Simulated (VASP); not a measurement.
Ag, 3 atoms in the cell. The cell holds a sublattice, 3 atoms: a = 4.695 Å, b = 4.695 Å, c = 4.695 Å, α = 60.00°, β = 60.00°, γ = 60.00°. 

* Program: VASP 6.6.1
* Task: single point
* Functional: LDA
* Potentials or basis: VASP PAW LDA potentials, release 64 (Ag)
* Cutoff: 400 eV
* k mesh: 10 × 10 × 10
* Occupations: gaussian, width 0.1 eV
* Spin: no spin polarisation
* Dipole correction: no
* Further INCAR settings: ALGO = Normal; EDIFF = 1e-06; NBANDS = 24

Potentials or basis: VASP PAW LDA potentials, release 64 (Ag).

Run with:

```sh
$ cat potpaw_LDA.64/Ag/POTCAR > POTCAR
$ mpirun -np 1 vasp_std > vasp.out
```

Hardware: 1 thread of Intel Xeon 6975P-C, with other jobs on the host.

**Question.** How long does it take, and how much memory?

**Answer.** It took 38 s on 1 thread of Intel Xeon 6975P-C (shared host), peak memory 0.17 GiB. Counts: scf iterations 11, k points 47.
